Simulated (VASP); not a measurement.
# V in VASP: further runs, part 2 of 2

VASP 6.6.1. The steps go on from the part before.

### Step 4. Single point, PBE, collinear spin, ferromagnetic start (the cell strained at random)

Input file INCAR:

```
PREC = Accurate
ENCUT = 520
EDIFF = 1E-6
ISMEAR = -1
SIGMA = 0.05
LREAL = False
LASPH = True
NELM = 150
ALGO = Fast
ISIF = 2
LWAVE = False
LCHARG = True
ISPIN = 2
MAGMOM = 2
LORBIT = 11
LMAXMIX = 4
GGA = PE
LELF = True
LVHAR = True
NBANDS = 16
```

Input file KPOINTS:

```
Automatic mesh
0
Gamma
  12 12 12
```

Input file POSCAR:

```
V
1.0
   -0.0474680000      1.8886570000      1.8832300000
    1.8644480000     -0.0435050000      1.8792670000
    1.8552420000      1.8754880000     -0.0342990000
V
1
Direct
   -0.0136140000     -0.0151130000      0.0168650000
```

Potentials or basis: VASP PAW PBE potentials, release 64 (V_sv).

On the command line:

```
$ cat potpaw_PBE.64/V_sv/POTCAR > POTCAR
$ mpirun -np 1 vasp_std > vasp.out
```

OUTCAR:

```text
PREC = Accurate
   ENCUT = 520
   EDIFF = 1E-6
   ISMEAR = -1
   LREAL = False
   LASPH = True
   NELM = 150
   ISIF = 2
   ISPIN = 2
   LORBIT = 11
   GGA = PE

 ion  position               nearest neighbor table
   1  0.986  0.985  0.017-

  LATTYP: Found a triclinic cell.
 ALAT       =     4.6634279106
 B/A-ratio  =     0.5811276305
 C/A-ratio  =     1.3768607072
 COS(alpha) =     0.0016135528
 COS(beta)  =     0.4581702580
 COS(gamma) =     0.8736359199
[... 1129 lines left out ...]
  --------------------------------------------------------------------------------------
  -------------------------------------------------------------------------------------
  Total        0.1969662      0.4323022      0.3597311      0.0391708      0.0349315      0.0412868
  in kB       23.1870015     50.8909196     42.3478036      4.6112118      4.1121614      4.8603097
  external PRESSURE =      38.8085749 kB  Pullay stress =       0.0000000 kB

 VOLUME and BASIS-vectors are now :
 -----------------------------------------------------------------------------
  energy-cutoff  :      520.00
  volume of cell :       13.61
      direct lattice vectors                 reciprocal lattice vectors
    -0.047468000  1.888657000  1.883230000    -0.258857750  0.260870481  0.262855669
     1.864448000 -0.043505000  1.879267000     0.264273169 -0.256592410  0.263993017
     1.855242000  1.875488000 -0.034299000     0.266805602  0.264540263 -0.258577598

 POSITION                                       TOTAL-FORCE (eV/Angst)
 -----------------------------------------------------------------------------------
      1.82074      1.85173      3.70788         0.000000     -0.000000     -0.000000
 -----------------------------------------------------------------------------------
    total drift:                               -0.000000     -0.000011      0.000027

  FREE ENERGIE OF THE ION-ELECTRON SYSTEM (eV)
  ---------------------------------------------------
  free  energy   TOTEN  =        -8.7519322246 eV

  energy  without entropy=       -8.7376986266  energy(sigma->0) =       -8.74481543

 total charge

# of ion       s       p       d       tot
------------------------------------------
    1        2.347   6.230   3.052  11.629

 magnetization (x)

# of ion       s       p       d       tot
------------------------------------------
    1       -0.000   0.000   0.000   0.000
```

OSZICAR:

```text
N       E                     dE             d eps       ncg     rms          rms(c)
DAV:   1     0.919813158882E+02    0.91981E+02   -0.65042E+03 56056   0.889E+02
DAV:   2    -0.806868587573E+01   -0.10005E+03   -0.96039E+02 61456   0.271E+02
DAV:   3    -0.957053922777E+01   -0.15019E+01   -0.14999E+01 62800   0.362E+01
DAV:   4    -0.957642501066E+01   -0.58858E-02   -0.58857E-02 67312   0.238E+00
DAV:   5    -0.957647708924E+01   -0.52079E-04   -0.52077E-04 63664   0.208E-01    0.191E+01
RMM:   6    -0.873635174111E+01    0.84013E+00   -0.13842E+00 62275   0.112E+01    0.277E+00
RMM:   7    -0.874631659605E+01   -0.99649E-02   -0.83950E-02 60049   0.281E+00    0.214E+00
RMM:   8    -0.875472674867E+01   -0.84102E-02   -0.94374E-03 63792   0.105E+00    0.794E-01
RMM:   9    -0.875147095814E+01    0.32558E-02   -0.20520E-03 66157   0.498E-01    0.234E-01
RMM:  10    -0.875189822818E+01   -0.42727E-03   -0.88839E-04 63317   0.293E-01    0.434E-02
RMM:  11    -0.875192870274E+01   -0.30475E-04   -0.57133E-05 67758   0.888E-02    0.258E-02
RMM:  12    -0.875193258829E+01   -0.38856E-05   -0.12103E-05 66198   0.409E-02    0.654E-03
RMM:  13    -0.875193222456E+01    0.36374E-06   -0.25207E-06 53760   0.179E-02
   1 F= -.87519322E+01 E0= -.87448154E+01  d E =-.142336E-01  mag=     0.0003
```

stdout:

```text
POSCAR found type information on POSCAR V
 POSCAR found :  1 types and       1 ions
 scaLAPACK will be used
 LDA part: xc-table for (Slater+PW92), standard interpolation
 POSCAR, INCAR and KPOINTS ok, starting setup
 FFT: planning ... GRIDC
 FFT: planning ... GRID_SOFT
 FFT: planning ... GRID
 WAVECAR not read
 entering main loop
WARNING in EDDRMM: call to ZHEGV failed, returncode =   6  3     15
WARNING in EDDRMM: call to ZHEGV failed, returncode =   8  4     15
```

Run time: 9.9 min. Hardware: 1 thread of Intel Xeon 8259CL, shared host; peak memory 0.36 GiB.

Results:

| Item | Value |
| --- | --- |
| Free energy | -8.7519 eV |
| Pressure | 3.9 GPa |
| Net moment | 0.00 μB per cell |
| Valence electrons inside the program's atomic spheres | V 11.63 |

Stress tensor (GPa, compression positive):
```
2.32 0.46 0.49
0.46 5.09 0.41
0.49 0.41 4.23
```

Levels at points of the mesh, in eV from the Fermi level:
Spin up:
| k point | band 5 | band 6 | band 7 | band 8 | band 9 | band 10 |
| --- | --- | --- | --- | --- | --- | --- |
| (0.00, 0.00, 0.00) | -6.87 | 0.00 | 0.07 | 0.45 | 1.93 | 2.03 |
| (0.50, 0.00, 0.00) | -3.38 | -0.14 | 0.34 | 0.67 | 3.05 | 3.22 |
| (0.00, 0.50, 0.00) | -3.37 | -0.10 | 0.28 | 0.72 | 3.02 | 3.25 |
| (0.50, 0.50, 0.00) | -3.54 | -2.67 | 3.13 | 3.45 | 3.46 | 3.52 |
| (0.00, 0.00, 0.50) | -3.37 | -0.15 | 0.28 | 0.82 | 3.03 | 3.27 |
| (0.50, 0.00, 0.50) | -3.54 | -2.66 | 3.12 | 3.41 | 3.45 | 3.52 |
| (0.00, 0.50, 0.50) | -3.53 | -2.69 | 3.11 | 3.47 | 3.52 | 3.64 |
| (0.50, 0.50, 0.50) | -3.36 | -0.08 | 0.02 | 1.22 | 3.19 | 3.28 |
Spin down:
```
           k point  band 5  band 6  band 7  band 8  band 9  band 10
(0.00, 0.00, 0.00)   -6.87    0.00    0.07    0.45    1.93     2.03
(0.50, 0.00, 0.00)   -3.38   -0.14    0.34    0.67    3.05     3.22
(0.00, 0.50, 0.00)   -3.37   -0.10    0.28    0.72    3.02     3.26
(0.50, 0.50, 0.00)   -3.54   -2.67    3.13    3.45    3.47     3.52
(0.00, 0.00, 0.50)   -3.37   -0.15    0.28    0.82    3.03     3.27
(0.50, 0.00, 0.50)   -3.54   -2.66    3.12    3.41    3.45     3.52
(0.00, 0.50, 0.50)   -3.53   -2.69    3.11    3.47    3.52     3.64
(0.50, 0.50, 0.50)   -3.36   -0.08    0.02    1.22    3.19     3.28
```

Caveat: the cell differs from its parent crystal (the cell strained at random); the cell stands under pressure.

### Step 5. Summary

```csv
cell,gap on the mesh (eV),pressure (GPa),moment (μB)
"a = 2.715 Å, angles 60.0°, 1 atom",none,-3.0,0.00
"a = 2.732 Å, angles 60.0°, 1 atom",none,-6.0,0.00
"a = 2.668, b = 2.648, c = 2.638 Å, angles 61.7, 61.2, 61.5°, 1 atom",none,3.9,0.00
```

Alike in all rows: task single point; level PBE; potentials or basis VASP PAW PBE potentials, release 64 (V_sv); spin collinear, ferromagnetic start; k mesh 12 × 12 × 12; cutoff (eV) 520; smearing fermi-dirac 0.05 eV.

Caveats: the cell stands under tension (at least some runs); the cell stands under pressure (at least some runs).

Absolute energies hang on the potentials; compare differences alone.
